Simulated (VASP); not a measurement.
# NiO (F-43m) in VASP: further runs

The runs below take NiO through single point, with PBE.

Program: VASP 6.6.1. These are calculated values, not measurements. Logs are shortened: lines on timing, memory, paths and dates and some standing lists are left out, and cuts for length are marked.

## (1) The cell of the first run

It takes space group F-43m (No. 216, cubic). The conventional cell has a = 4.567 Å, b = 4.567 Å, c = 4.567 Å, α = 90.00°, β = 90.00°, γ = 90.00°. Ni (site symmetry -43m) has 4 O at 1.98 Å within 2.6 Å. Within 2.6 Å of O (site symmetry -43m) lie 4 Ni at 1.98 Å.

## (2) Single point, PBE, collinear spin, zero start

Input file INCAR:

```
ALGO = Normal
EDIFF = 1E-6
ENCUT = 520
GGA = PE
ISIF = 2
ISMEAR = 0
ISPIN = 2
LASPH = True
LCHARG = True
LELF = True
LMAXMIX = 4
LORBIT = 11
LREAL = False
LVHAR = True
LWAVE = False
MAGMOM = 0 0
NBANDS = 19
NELM = 150
PREC = Accurate
SIGMA = 0.05
```

Input file KPOINTS:

```
k-points
0
Gamma
  7 7 7
```

Input file POSCAR:

```
NiO
1.0
    0.0000000000      2.2835484600      2.2835484600
    2.2835484600      0.0000000000      2.2835484600
    2.2835484600      2.2835484600      0.0000000000
Ni O
1 1
Direct
    0.0000000000      0.0000000000      0.0000000000
    0.2500000000      0.2500000000      0.2500000000
```

Potentials or basis: VASP PAW PBE potentials, release 64 (Ni, O).

On the command line:

```bash
cat potpaw_PBE.64/Ni/POTCAR potpaw_PBE.64/O/POTCAR > POTCAR
mpirun -np 1 vasp_std > vasp.out
```

OUTCAR:

```text
EDIFF = 1E-6
   ENCUT = 520
   GGA = PE
   ISIF = 2
   ISMEAR = 0
   ISPIN = 2
   LASPH = True
   LORBIT = 11
   LREAL = False
   NELM = 150
   PREC = Accurate

 ion  position               nearest neighbor table
   1  0.000  0.000  0.000-   2 1.98   2 1.98   2 1.98   2 1.98
   2  0.250  0.250  0.250-   1 1.98   1 1.98   1 1.98   1 1.98

  LATTYP: Found a face centered cubic cell.
 ALAT       =     4.5670969200

  Lattice vectors:

 A1 = (   0.0000000000,   2.2835484600,   2.2835484600)
 A2 = (   2.2835484600,   0.0000000000,   2.2835484600)
 A3 = (   2.2835484600,   2.2835484600,   0.0000000000)

Analysis of symmetry for initial positions (statically):
=====================================================================
 Subroutine PRICEL returns:
 Original cell was already a primitive cell.

 Routine SETGRP: Setting up the symmetry group for a
 face centered cubic supercell.

 Subroutine GETGRP returns: Found 24 space group operations
 (whereof 24 operations were pure point group operations)
 out of a pool of 48 trial point group operations.

The static configuration has the point symmetry T_d .

Analysis of symmetry for dynamics (positions and initial velocities):
=====================================================================
 Subroutine PRICEL returns:
 Original cell was already a primitive cell.

 Routine SETGRP: Setting up the symmetry group for a
 face centered cubic supercell.

 Subroutine GETGRP returns: Found 24 space group operations
 (whereof 24 operations were pure point group operations)
 out of a pool of 48 trial point group operations.

The dynamic configuration has the point symmetry T_d .

Analysis of structural, dynamic, and magnetic symmetry:
=====================================================================
 Subroutine PRICEL returns:
 Original cell was already a primitive cell.

 Routine SETGRP: Setting up the symmetry group for a
 face centered cubic supercell.

 Subroutine GETGRP returns: Found 24 space group operations
 (whereof 24 operations were pure point group operations)
 out of a pool of 48 trial point group operations.

The overall configuration has the point symmetry T_d .

 Subroutine INISYM returns: Found 24 space group operations
 (whereof 24 operations are pure point group operations),
 and found     1 'primitive' translations

----------------------------------------------------------------------------------------

                                     Primitive cell

  volume of cell :      23.8156

  direct lattice vectors                    reciprocal lattice vectors
     0.000000000  2.283548460  2.283548460    -0.218957473  0.218957473  0.218957473
     2.283548460  0.000000000  2.283548460     0.218957473 -0.218957473  0.218957473
     2.283548460  2.283548460  0.000000000     0.218957473  0.218957473 -0.218957473

  length of vectors
     3.229425202  3.229425202  3.229425202     0.379245468  0.379245468  0.379245468

  position of ions in fractional coordinates (direct lattice)
     0.000000000  0.000000000  0.000000000
     0.250000000  0.250000000  0.250000000

  ion indices of the primitive-cell ions
   primitive index   ion index
                 1           1
                 2           2

----------------------------------------------------------------------------------------

 KPOINTS: k-points

Automatic generation of k-mesh.
 Grid dimensions read from file:
 generate k-points for:    7    7    7

 Generating k-lattice:

  Cartesian coordinates                     Fractional coordinates (reciprocal lattice)
    -0.031279639  0.031279639  0.031279639     0.142857143  0.000000000  0.000000000
     0.031279639 -0.031279639  0.031279639     0.000000000  0.142857143  0.000000000
     0.031279639  0.031279639 -0.031279639     0.000000000  0.000000000  0.142857143

  Length of vectors
     0.054177924  0.054177924  0.054177924

  Shift w.r.t. Gamma in fractional coordinates (k-lattice)
     0.000000000  0.000000000  0.000000000

 Subroutine IBZKPT returns following result:
 ===========================================

 Found     20 irreducible k-points:

 Following reciprocal coordinates:
            Coordinates               Weight
  0.000000  0.000000  0.000000      1.000000
  0.142857  0.000000  0.000000      8.000000
  0.285714  0.000000  0.000000      8.000000
  0.428571  0.000000  0.000000      8.000000
  0.142857  0.142857  0.000000      6.000000
  0.285714  0.142857  0.000000     24.000000
[... 12 lines left out ...]
 -0.428571  0.428571  0.142857     24.000000
 -0.285714  0.428571  0.142857     24.000000
   k-points           NKPTS =     20   k-points in BZ     NKDIM =     20   number of bands    NBANDS=     19
   number of dos      NEDOS =    301   number of ions     NIONS =      2
   total plane-waves  NPLWV =  13824
   dimension x,y,z NGX =    24 NGY =   24 NGZ =   24
   dimension x,y,z NGXF=    48 NGYF=   48 NGZF=   48
   ions per type =               1   1
   NGX,Y,Z   is equivalent  to a cutoff of  12.35, 12.35, 12.35 a.u.
   NGXF,Y,Z  is equivalent  to a cutoff of  24.71, 24.71, 24.71 a.u.
 SYSTEM =  unknown system
   PREC   = accura    normal or accurate (medium, high low for compatibility)
   ISTART =      0    job   : 0-new  1-cont  2-samecut
   ICHARG =      2    charge: 1-file 2-atom 10-const
   ISPIN  =      2    spin polarized calculation?
   LNONCOLLINEAR =      F non collinear calculations
   LSORBIT =      F    spin-orbit coupling
   LASPH  =      T    aspherical Exc in radial PAW
   ENCUT  =  520.0 eV  38.22 Ry    6.18 a.u.   6.00  6.00  6.00*2*pi/ulx,y,z
   NELM   =    150;   NELMIN=  2; NELMDL= -5     # of ELM steps
   EDIFF  = 0.1E-05   stopping-criterion for ELM
   LREAL  =      F    real-space projection
   EDIFFG = 0.1E-04   stopping-criterion for IOM
   NSW    =      0    number of steps for IOM
   IBRION =     -1    ionic relax: 0-MD 1-quasi-New 2-CG
   NFREE  =      0    steps in history (QN), initial steepest desc. (CG)
   ISIF   =      2    stress and relaxation
   ISYM   =      2    0-nonsym 1-usesym 2-fastsym
   POTIM  = 0.5000    time-step for ionic-motion
   TEBEG  =    0.0;   TEEND  =   0.0 temperature during run
   PSTRESS=    0.0 pullay stress
   NELECT =      16.0000    total number of electrons
   NUPDOWN=      -1.0000    fix difference up-down
   EMIN   =  10.00;   EMAX   =-10.00  energy-range for DOS
   EFERMI =   0.00;   METHOD = LEGACY
   ISMEAR =     0;   SIGMA  =   0.05  broadening in eV -4-tet -1-fermi 0-gaus
   EFERMI_NEDOS =   21; number of points for ismear=-14 and -15
   IALGO  =     38    algorithm
   IMIX   =      4    mixing-type and parameters
     AMIX     =   0.40;   BMIX     =  1.00
     AMIX_MAG =   1.60;   BMIX_MAG =  1.00
  volume/ion in A,a.u.               =      11.91        80.36
  Fermi-wavevector in a.u.,A,eV,Ry     =   1.433820  2.709527 27.971393  2.055839
  Thomas-Fermi vector in A             =   2.553296
   LORBIT       =     11    0 simple, 1 ext, 2 COOP (PROOUT), +10 PAW based schemes
   GGA     = PE    functional components
   LHFCALC =     F    Hartree Fock is set to
   AEXX    =    0.0000 exact exchange contribution
   IVDW    =     0    specifies the selected vdW correction
   LEPSILON=     F    determine dielectric tensor
   LRPA    =     F    only Hartree local field effects (RPA)
 spin polarized calculation
 Gauss-broadening in eV      SIGMA  =   0.05
  energy-cutoff  :      520.00
  volume of cell :       23.82
 maximum number of plane-waves:       654
   NGX = 13   NGY = 13   NGZ = 13

 number of electron      15.9999993 magnetization      -0.0000390

 number of electron      15.9999997 magnetization       0.0007274

 Free energy of the ion-electron system (eV)
  ---------------------------------------------------
  ext. energy  EPLUGINS =         0.00000000
  ---------------------------------------------------
  free energy    TOTEN  =       -11.37271359 eV

  energy without entropy =      -11.36880761  energy(sigma->0) =      -11.37076060

 E-fermi :   4.8540     XC(G=0): -10.9310

 val. band max:        4.8090094915   @ k =   0.2857   0.2857   0.0000
 cond. band min:       4.8662388995   @ k =   0.2857   0.2857   0.0000
 fundamental gap:      0.0572294081
 Fermi energy:         4.8540209525

 spin component 1

 k-point     1 :       0.0000    0.0000    0.0000
  band No.  band energies     occupation
      1     -14.5871      1.00000
      2      -0.2802      1.00000
      3      -0.2802      1.00000
      4      -0.2802      1.00000
      5       3.4107      1.00000
      6       3.4107      1.00000
[... 11 lines left out ...]
     18      27.5164      0.00000
     19      27.5164      0.00000

 k-point     2 :       0.1429    0.0000    0.0000
  band No.  band energies     occupation
      1     -14.4819      1.00000
      2      -0.6161      1.00000
      3      -0.2266      1.00000
      4      -0.2266      1.00000
      5       3.3880      1.00000
      6       3.3880      1.00000
[... 11 lines left out ...]
     18      29.4378      0.00000
     19      29.4378      0.00000

 k-point     3 :       0.2857    0.0000    0.0000
  band No.  band energies     occupation
      1     -14.2386      1.00000
      2      -1.1599      1.00000
      3      -0.1165      1.00000
      4      -0.1165      1.00000
      5       3.4017      1.00000
      6       3.4017      1.00000
[... 11 lines left out ...]
     18      31.6055      0.00000
     19      31.6055      0.00000

 k-point     4 :       0.4286    0.0000    0.0000
  band No.  band energies     occupation
      1     -14.0363      1.00000
      2      -1.4573      1.00000
      3      -0.0417      1.00000
      4      -0.0417      1.00000
      5       3.5091      1.00000
      6       3.5091      1.00000
[... 307 lines left out ...]
      6       3.4206      1.00000
[... 11 lines left out ...]
     18      30.9640      0.00000
     19      32.4311      0.00000

 k-point    19 :      -0.4286    0.4286    0.1429
  band No.  band energies     occupation
      1     -13.8615      1.00000
      2      -1.2559      1.00000
      3      -0.1033      1.00000
      4       0.2114      1.00000
      5       3.0325      1.00000
      6       3.4591      1.00000
[... 11 lines left out ...]
     18      33.4781      0.00000
     19      34.0042      0.00000

 k-point    20 :      -0.2857    0.4286    0.1429
  band No.  band energies     occupation
      1     -13.8444      1.00000
      2      -0.9055      1.00000
      3      -0.4812      1.00000
      4       0.2026      1.00000
      5       2.9462      1.00000
      6       3.3920      1.00000
[... 11 lines left out ...]
     18      32.7903      0.00000
     19      33.6739      0.00000
 Fermi energy:         4.8540209525

 spin component 2

 k-point     1 :       0.0000    0.0000    0.0000
  band No.  band energies     occupation
      1     -14.5869      1.00000
      2      -0.2799      1.00000
      3      -0.2799      1.00000
      4      -0.2799      1.00000
      5       3.4111      1.00000
      6       3.4111      1.00000
[... 11 lines left out ...]
     18      27.5165      0.00000
     19      27.5165      0.00000

 k-point     2 :       0.1429    0.0000    0.0000
  band No.  band energies     occupation
      1     -14.4817      1.00000
      2      -0.6158      1.00000
      3      -0.2263      1.00000
      4      -0.2263      1.00000
      5       3.3884      1.00000
      6       3.3884      1.00000
[... 11 lines left out ...]
     18      29.4379      0.00000
     19      29.4379      0.00000

 k-point     3 :       0.2857    0.0000    0.0000
  band No.  band energies     occupation
      1     -14.2384      1.00000
      2      -1.1597      1.00000
      3      -0.1162      1.00000
      4      -0.1162      1.00000
      5       3.4022      1.00000
      6       3.4022      1.00000
[... 11 lines left out ...]
     18      31.6057      0.00000
     19      31.6057      0.00000

 k-point     4 :       0.4286    0.0000    0.0000
  band No.  band energies     occupation
      1     -14.0361      1.00000
      2      -1.4571      1.00000
      3      -0.0414      1.00000
      4      -0.0414      1.00000
      5       3.5095      1.00000
      6       3.5095      1.00000
[... 319 lines left out ...]
     18      30.9641      0.00000
     19      32.4312      0.00000

 k-point    19 :      -0.4286    0.4286    0.1429
  band No.  band energies     occupation
      1     -13.8613      1.00000
      2      -1.2557      1.00000
      3      -0.1031      1.00000
      4       0.2117      1.00000
      5       3.0331      1.00000
      6       3.4596      1.00000
[... 11 lines left out ...]
     18      33.4783      0.00000
     19      34.0043      0.00000

 k-point    20 :      -0.2857    0.4286    0.1429
  band No.  band energies     occupation
      1     -13.8442      1.00000
      2      -0.9053      1.00000
      3      -0.4810      1.00000
      4       0.2029      1.00000
      5       2.9468      1.00000
      6       3.3926      1.00000
[... 11 lines left out ...]
     18      32.7905      0.00000
     19      33.6739      0.00000

------------------------ aborting loop because EDIFF is reached ----------------------------------------

  FORCE on cell =-STRESS in cart. coord.  units (eV):
  Direction    XX          YY          ZZ          XY          YZ          ZX
  --------------------------------------------------------------------------------------
  -------------------------------------------------------------------------------------
  Total       -1.7530337     -1.7530337     -1.7530337      0.0000000      0.0000000     -0.0000000
  in kB     -117.9343064   -117.9343064   -117.9343064      0.0000000      0.0000000     -0.0000000
  external PRESSURE =    -117.9343064 kB  Pullay stress =       0.0000000 kB

 VOLUME and BASIS-vectors are now :
 -----------------------------------------------------------------------------
  energy-cutoff  :      520.00
  volume of cell :       23.82
      direct lattice vectors                 reciprocal lattice vectors
     0.000000000  2.283548460  2.283548460    -0.218957473  0.218957473  0.218957473
     2.283548460  0.000000000  2.283548460     0.218957473 -0.218957473  0.218957473
     2.283548460  2.283548460  0.000000000     0.218957473  0.218957473 -0.218957473

 POSITION                                       TOTAL-FORCE (eV/Angst)
 -----------------------------------------------------------------------------------
      0.00000      0.00000      0.00000         0.000000      0.000000      0.000000
      1.14177      1.14177      1.14177        -0.000000     -0.000000     -0.000000
 -----------------------------------------------------------------------------------
    total drift:                                0.000000      0.000000      0.000001

  FREE ENERGIE OF THE ION-ELECTRON SYSTEM (eV)
  ---------------------------------------------------
  free  energy   TOTEN  =       -11.3727135948 eV

  energy  without entropy=      -11.3688076098  energy(sigma->0) =      -11.37076060

 total charge

# of ion       s       p       d       tot
------------------------------------------
    1        0.347   0.417   8.280   9.045
    2        1.565   3.348   0.000   4.913
--------------------------------------------------
tot          1.912   3.766   8.280  13.958

 magnetization (x)

# of ion       s       p       d       tot
------------------------------------------
    1        0.000   0.000   0.001   0.001
    2        0.000   0.000   0.000   0.000
--------------------------------------------------
tot          0.000   0.000   0.001   0.001
```

Run time: 26 s. Hardware: 1 thread of AMD EPYC 7R43 (Zen 3), shared host; peak memory 0.11 GiB.

What came out:

| Item | Value |
| --- | --- |
| Free energy | -11.3727 eV |
| Pressure | -11.8 GPa |
| Band gap on the k mesh | zero (filled and empty bands overlap) |
| Net moment | 0.00 μB per cell |
| Valence electrons inside the program's atomic spheres | Ni 9.04; O 4.91 |

Caveat: semilocal functionals often make such compounds metallic where correlation or magnetic order opens a gap, which also shifts bond lengths.

(Part 1 of 2 ends here.)
